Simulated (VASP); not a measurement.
**Li: single point with LDA**

The system is Li.

```xyz
16
Lattice="7.3129 0.0000 0.0000 0.0000 7.3129 0.0000 0.0000 0.0000 7.3129" Properties=species:S:1:pos:R:3 pbc="T T T"
Li    0.7079   -0.4165    1.4769
Li    3.2122    0.1051    1.0980
Li    0.1837    2.9628    1.2789
Li    0.4468   -0.7197    5.2337
Li    2.1239    1.3570    3.2782
Li    3.3123    3.1182    1.3071
Li    4.3004   -0.3629    4.8643
Li    6.6023    0.8848    3.2687
Li   -0.1364    3.1543    4.5259
Li    1.6960    4.5978    3.2117
Li    2.0425    1.5293    5.9900
Li    4.0612    3.7693    5.0637
Li    5.9124    5.0066    2.7283
Li    5.5491    1.5749    7.1313
Li    2.4316    5.2604    6.6441
Li    6.2252    5.5060    6.6464
```

```yaml
Program: VASP 6.6.1
Task: single point
Functional: LDA
Potentials_or_basis: VASP PAW LDA potentials, release 64 (Li_sv)
Cutoff: 520 eV
k_mesh: 2 × 2 × 2
Occupations: fermi-dirac, width 0.11 eV
Spin: no spin polarisation
Dipole_correction: no
Further_INCAR_settings: LREAL = Auto; ALGO = Normal; EDIFF = 1e-06; NBANDS = 38
```

```yaml
Largest_force: 0.805 eV/Å
Band_gap_on_the_k_mesh: zero (bands 24 and 25 overlap by 0.61 eV)
```

Forces on the atoms (eV/Å):
```
Li  -0.216 -0.163 -0.344
Li   0.527 -0.203 -0.092
Li   0.318  0.031 -0.120
Li   0.352  0.290 -0.550
Li  -0.009  0.146  0.123
Li   0.218  0.071 -0.063
Li  -0.117  0.021 -0.078
Li  -0.451  0.053 -0.034
Li   0.025  0.089  0.452
Li   0.160  0.399  0.083
Li  -0.108  0.118  0.413
Li   0.162 -0.310 -0.180
Li  -0.187  0.181 -0.015
Li   0.022 -0.200 -0.245
Li  -0.232 -0.099  0.144
Li  -0.463 -0.424  0.505
```

Levels at points of the mesh, in eV from the Fermi level:
```csv
k point,band 19,band 20,band 21,band 22,band 23,band 24,band 25,band 26,band 27,band 28
"(0.00, 0.00, 0.00)",-1.05,-0.93,-0.85,-0.82,-0.67,0.37,0.47,0.54,0.58,0.60
"(0.50, 0.00, 0.00)",-0.68,-0.60,-0.54,-0.48,-0.36,-0.30,-0.19,-0.11,0.86,1.08
"(0.00, 0.50, 0.00)",-0.70,-0.59,-0.54,-0.44,-0.35,-0.32,-0.21,-0.14,1.08,1.18
"(0.00, 0.00, 0.50)",-0.68,-0.52,-0.48,-0.43,-0.41,-0.34,-0.25,-0.23,1.05,1.15
"(0.50, 0.50, 0.00)",-1.92,-1.89,-0.23,-0.11,0.01,0.04,0.18,0.27,0.34,0.58
"(0.00, 0.50, 0.50)",-1.99,-1.91,-0.16,-0.06,0.01,0.08,0.19,0.26,0.36,0.47
"(0.50, 0.00, 0.50)",-1.97,-1.81,-0.26,-0.18,-0.09,0.15,0.19,0.26,0.39,0.61
"(0.50, 0.50, 0.50)",-1.57,-1.48,-1.45,-1.35,-1.28,-1.19,1.69,1.83,1.96,2.04
```

Run time: 70 s on 1 thread of Intel(R) Xeon(R) 6975P-C (Granite Rapids) (shared host), peak memory 0.32 GiB.

Caveat: the k points lie up to 0.43 Å⁻¹ apart, too coarse for converged energies and pressures of a metal.
